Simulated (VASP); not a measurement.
A run of VASP 6.6.1 is set up as follows.

File INCAR:

```
SYSTEM = Ir
ALGO     = Normal         ! electronic algorithm
EDIFF    = 1E-7           ! SCF threshold, eV
EDIFFG   = -0.01          ! ionic threshold
ENCUT    = 600            ! plane-wave cutoff, eV
GGA      = RE             ! functional
IBRION   = 2              ! ionic algorithm
ISIF     = 3              ! what is computed and relaxed
ISMEAR   = -1             ! smearing method
LASPH    = .True.         ! aspherical terms in the spheres
LCHARG   = .False.        ! write CHGCAR
LREAL    = .False.        ! projectors in reciprocal space
LWAVE    = .False.        ! write WAVECAR
NELM     = 80             ! most SCF steps
NSW      = 80             ! ionic steps
PREC     = Accurate       ! precision mode
SIGMA    = 0.1            ! smearing width, eV
```

The input KPOINTS:

```
k-points
0
Gamma
  10 10 10
  0 0 0
```

The input POSCAR:

```
Ir
1.0
    0.0000000000      2.6731374252      2.6731374252
    2.6731374252      0.0000000000      2.6731374252
    2.6731374252      2.6731374252      0.0000000000
Ir
2
Direct
    0.1250000000      0.1250000000      0.1250000000
    0.8750000000      0.8750000000      0.8750000000
```

Potentials or basis: VASP PAW PBE potentials, release 64 (Ir).

Launch:

```sh
$ cat potpaw_PBE.64/Ir/POTCAR > POTCAR
$ mpirun -np 1 vasp_std > vasp.out
```

What does it give for the relaxed volume?

21.81 Å³/atom.

Predict the relaxed cell.

a = 3.951 Å, b = 3.951 Å, c = 3.951 Å, α = 60.00°, β = 60.00°, γ = 60.00°.

Final structure:
```
Ir
1.0
     0.00000    2.79393    2.79393
     2.79393    0.00000    2.79393
     2.79393    2.79393    0.00000
Ir
2
Direct
  0.12500 0.12500 0.12500
  0.87500 0.87500 0.87500
```

Caveat: the PAW data sets were made with another functional, which shifts forces and pressure a little.
